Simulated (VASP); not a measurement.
# GaP (F-43m) in VASP: notebook

Runs on GaP. Level: PBEsol. Tasks: single point.

Program: VASP 6.6.1. These are calculated values, not measurements. Logs are shortened: lines on timing, memory, paths and dates and some standing lists are left out, and cuts for length are marked.

**Experimental background.**

From “Stacking defects in GaP nanowires: Electronic structure and optical properties”, 2018, arxiv:1810.01194, for a bulk crystal of GaP at 10 K: band gap 2.34 eV (indirect).

The runs below are set against these values where they give the same quantity.

**1. The cell of the first run**

It takes space group F-43m (No. 216, cubic). Conventional cell: a = 5.339 Å, b = 5.339 Å, c = 5.339 Å, α = 90.00°, β = 90.00°, γ = 90.00°. Ga (site symmetry -43m) has 4 P at 2.31 Å within 3.1 Å. Within 3.1 Å of P (site symmetry -43m) lie 4 Ga at 2.31 Å.

**2. Single point, PBEsol**

The input, INCAR:

```
  ALGO = Normal
  EDIFF = 1E-6
  ENCUT = 520
  GGA = PS
  ISIF = 2
  ISMEAR = 0
  LASPH = True
  LCHARG = False
  LREAL = False
  LWAVE = False
  NBANDS = 16
  NELM = 60
  PREC = Accurate
  SIGMA = 0.01
```

The input, KPOINTS:

```
k-points
0
Gamma
  6 6 6
```

The input, POSCAR:

```
GaP
1.0
    0.0000000000      2.6696170428      2.6696170428
    2.6696170428      0.0000000000      2.6696170428
    2.6696170428      2.6696170428      0.0000000000
Ga P
1 1
Direct
    0.0000000000      0.0000000000      0.0000000000
    0.2500000000      0.2500000000      0.2500000000
```

Potentials or basis: VASP PAW PBE potentials, release 64 (Ga_d, P).

The run is started by

```console
$ cat potpaw_PBE.64/Ga_d/POTCAR potpaw_PBE.64/P/POTCAR > POTCAR
$ mpirun -np 1 vasp_std > vasp.out
```

OUTCAR:

```text
EDIFF = 1E-6
   ENCUT = 520
   GGA = PS
   ISIF = 2
   ISMEAR = 0
   LASPH = True
   LREAL = False
   NELM = 60
   PREC = Accurate

 ion  position               nearest neighbor table
   1  0.000  0.000  0.000-   2 2.31   2 2.31   2 2.31   2 2.31
   2  0.250  0.250  0.250-   1 2.31   1 2.31   1 2.31   1 2.31

  LATTYP: Found a face centered cubic cell.
 ALAT       =     5.3392340856

  Lattice vectors:

 A1 = (   0.0000000000,   2.6696170428,   2.6696170428)
 A2 = (   2.6696170428,   0.0000000000,   2.6696170428)
 A3 = (   2.6696170428,   2.6696170428,   0.0000000000)

Analysis of symmetry for initial positions (statically):
=====================================================================
 Subroutine PRICEL returns:
 Original cell was already a primitive cell.

 Routine SETGRP: Setting up the symmetry group for a
 face centered cubic supercell.

 Subroutine GETGRP returns: Found 24 space group operations
 (whereof 24 operations were pure point group operations)
 out of a pool of 48 trial point group operations.

The static configuration has the point symmetry T_d .

Analysis of symmetry for dynamics (positions and initial velocities):
=====================================================================
 Subroutine PRICEL returns:
 Original cell was already a primitive cell.

 Routine SETGRP: Setting up the symmetry group for a
 face centered cubic supercell.

 Subroutine GETGRP returns: Found 24 space group operations
 (whereof 24 operations were pure point group operations)
 out of a pool of 48 trial point group operations.

The dynamic configuration has the point symmetry T_d .

 Subroutine INISYM returns: Found 24 space group operations
 (whereof 24 operations are pure point group operations),
 and found     1 'primitive' translations

----------------------------------------------------------------------------------------

                                     Primitive cell

  volume of cell :      38.0519

  direct lattice vectors                    reciprocal lattice vectors
     0.000000000  2.669617043  2.669617043    -0.187292781  0.187292781  0.187292781
     2.669617043  0.000000000  2.669617043     0.187292781 -0.187292781  0.187292781
     2.669617043  2.669617043  0.000000000     0.187292781  0.187292781 -0.187292781

  length of vectors
     3.775408628  3.775408628  3.775408628     0.324400612  0.324400612  0.324400612

  position of ions in fractional coordinates (direct lattice)
     0.000000000  0.000000000  0.000000000
[... 68 lines left out ...]
   NELM   =     60;   NELMIN=  2; NELMDL= -5     # of ELM steps
   EDIFF  = 0.1E-05   stopping-criterion for ELM
   LREAL  =      F    real-space projection
   EDIFFG = 0.1E-04   stopping-criterion for IOM
   NSW    =      0    number of steps for IOM
   IBRION =     -1    ionic relax: 0-MD 1-quasi-New 2-CG
   NFREE  =      0    steps in history (QN), initial steepest desc. (CG)
   ISIF   =      2    stress and relaxation
   ISYM   =      2    0-nonsym 1-usesym 2-fastsym
   POTIM  = 0.5000    time-step for ionic-motion
   TEBEG  =    0.0;   TEEND  =   0.0 temperature during run
   PSTRESS=    0.0 pullay stress
   NELECT =      18.0000    total number of electrons
   NUPDOWN=      -1.0000    fix difference up-down
   EMIN   =  10.00;   EMAX   =-10.00  energy-range for DOS
   EFERMI =   0.00;   METHOD = LEGACY
   ISMEAR =     0;   SIGMA  =   0.01  broadening in eV -4-tet -1-fermi 0-gaus
   EFERMI_NEDOS =   21; number of points for ismear=-14 and -15
   IALGO  =     38    algorithm
   IMIX   =      4    mixing-type and parameters
     AMIX     =   0.40;   BMIX     =  1.00
     AMIX_MAG =   1.60;   BMIX_MAG =  1.00
  volume/ion in A,a.u.               =      19.03       128.39
  Fermi-wavevector in a.u.,A,eV,Ry     =   1.275577  2.410491 22.137997  1.627097
  Thomas-Fermi vector in A             =   2.408281
   LORBIT       =      0    0 simple, 1 ext, 2 COOP (PROOUT), +10 PAW based schemes
   GGA     = PS    functional components
   LHFCALC =     F    Hartree Fock is set to
   AEXX    =    0.0000 exact exchange contribution
   IVDW    =     0    specifies the selected vdW correction
   LEPSILON=     F    determine dielectric tensor
   LRPA    =     F    only Hartree local field effects (RPA)
 non-spin polarized calculation
 Gauss-broadening in eV      SIGMA  =   0.01
  energy-cutoff  :      520.00
  volume of cell :       38.05
 maximum number of plane-waves:      1034
   NGX = 13   NGY = 13   NGZ = 13

 number of electron      17.9999984 magnetization

 Free energy of the ion-electron system (eV)
  ---------------------------------------------------
  ext. energy  EPLUGINS =         0.00000000
  ---------------------------------------------------
  free energy    TOTEN  =        -9.87238783 eV

  energy without entropy =       -9.87238783  energy(sigma->0) =       -9.87238783

 E-fermi :   5.2881     XC(G=0): -10.3016

 val. band max:        5.2299469430   @ k =   0.0000   0.0000   0.0000
 cond. band min:       6.6064414382   @ k =   0.5000   0.5000   0.0000
 fundamental gap:      1.3764944953
 Fermi energy:         5.2880539977

 k-point     1 :       0.0000    0.0000    0.0000
  band No.  band energies     occupation
      1      -9.4412      2.00000
      2      -9.4412      2.00000
      3      -9.4412      2.00000
      4      -9.3202      2.00000
      5      -9.3202      2.00000
      6      -7.7820      2.00000
[... 281 lines left out ...]
      3      -9.3684      2.00000
      4      -9.3464      2.00000
      5      -9.3041      2.00000
      6      -4.3904      2.00000
[... 8 lines left out ...]
     15      17.4017      0.00000
     16      19.2287      0.00000

------------------------ aborting loop because EDIFF is reached ----------------------------------------

  FORCE on cell =-STRESS in cart. coord.  units (eV):
  Direction    XX          YY          ZZ          XY          YZ          ZX
  --------------------------------------------------------------------------------------
  -------------------------------------------------------------------------------------
  Total        1.2436414      1.2436414      1.2436414      0.0000000     -0.0000000      0.0000000
  in kB       52.3635228     52.3635228     52.3635228      0.0000000     -0.0000000      0.0000000
  external PRESSURE =      52.3635228 kB  Pullay stress =       0.0000000 kB

 VOLUME and BASIS-vectors are now :
 -----------------------------------------------------------------------------
  energy-cutoff  :      520.00
  volume of cell :       38.05
      direct lattice vectors                 reciprocal lattice vectors
     0.000000000  2.669617043  2.669617043    -0.187292781  0.187292781  0.187292781
     2.669617043  0.000000000  2.669617043     0.187292781 -0.187292781  0.187292781
     2.669617043  2.669617043  0.000000000     0.187292781  0.187292781 -0.187292781

 POSITION                                       TOTAL-FORCE (eV/Angst)
 -----------------------------------------------------------------------------------
      0.00000      0.00000      0.00000        -0.000000      0.000000     -0.000000
      1.33481      1.33481      1.33481         0.000000     -0.000000      0.000000
 -----------------------------------------------------------------------------------
    total drift:                                0.000000      0.000000      0.000000

  FREE ENERGIE OF THE ION-ELECTRON SYSTEM (eV)
  ---------------------------------------------------
  free  energy   TOTEN  =        -9.8723878345 eV

  energy  without entropy=       -9.8723878345  energy(sigma->0) =       -9.87238783
```

OSZICAR:

```text
N       E                     dE             d eps       ncg     rms          rms(c)
DAV:   1     0.781265475397E+02    0.78127E+02   -0.90469E+03   536   0.162E+03
DAV:   2    -0.418153755168E+01   -0.82308E+02   -0.78254E+02   600   0.313E+02
DAV:   3    -0.100977201222E+02   -0.59162E+01   -0.58989E+01   672   0.644E+01
DAV:   4    -0.101867085123E+02   -0.88988E-01   -0.88975E-01   640   0.844E+00
DAV:   5    -0.101886006975E+02   -0.18922E-02   -0.18921E-02   656   0.107E+00    0.444E+00
DAV:   6    -0.992075390057E+01    0.26785E+00   -0.35998E-01   816   0.124E+01    0.285E+00
DAV:   7    -0.987503052785E+01    0.45723E-01   -0.93578E-02   720   0.248E+00    0.104E+00
DAV:   8    -0.987220766821E+01    0.28229E-02   -0.12996E-02   632   0.137E+00    0.222E-01
DAV:   9    -0.987234876724E+01   -0.14110E-03   -0.10880E-03   704   0.433E-01    0.649E-02
DAV:  10    -0.987236332646E+01   -0.14559E-04   -0.64436E-05   800   0.952E-02    0.272E-02
DAV:  11    -0.987238794722E+01   -0.24621E-04   -0.25537E-05   544   0.538E-02    0.744E-03
DAV:  12    -0.987238783446E+01    0.11276E-06   -0.99921E-07   520   0.128E-02
   1 F= -.98723878E+01 E0= -.98723878E+01  d E =-.169900E-18
```

stdout:

```text
POSCAR found type information on POSCAR GaP
 POSCAR found :  2 types and       2 ions
 scaLAPACK will be used
 -----------------------------------------------------------------------------
|                                                                             |
|                                                                             |
|     You enforced a specific xc type in the INCAR file but a different       |
|     I HOPE YOU KNOW WHAT YOU ARE DOING!                                     |
|                                                                             |
 -----------------------------------------------------------------------------

 LDA part: xc-table for (Slater+PW92), standard interpolation
 POSCAR, INCAR and KPOINTS ok, starting setup
 FFT: planning ... GRIDC
 FFT: planning ... GRID_SOFT
 FFT: planning ... GRID
 WAVECAR not read
 entering main loop
```

It took 6 s on 1 thread of Intel Xeon 6975P-C, shared host; peak memory 0.16 GiB.

What came out:

```yaml
Free_energy: -9.8724 eV
Pressure: 5.2 GPa
Band_gap_on_the_k_mesh: 1.38 eV, indirect (least direct gap 2.26 eV)
```

Caveat: the PAW data sets were made with another functional, which shifts forces and pressure a little.

(Part 1 of 2 ends here.)
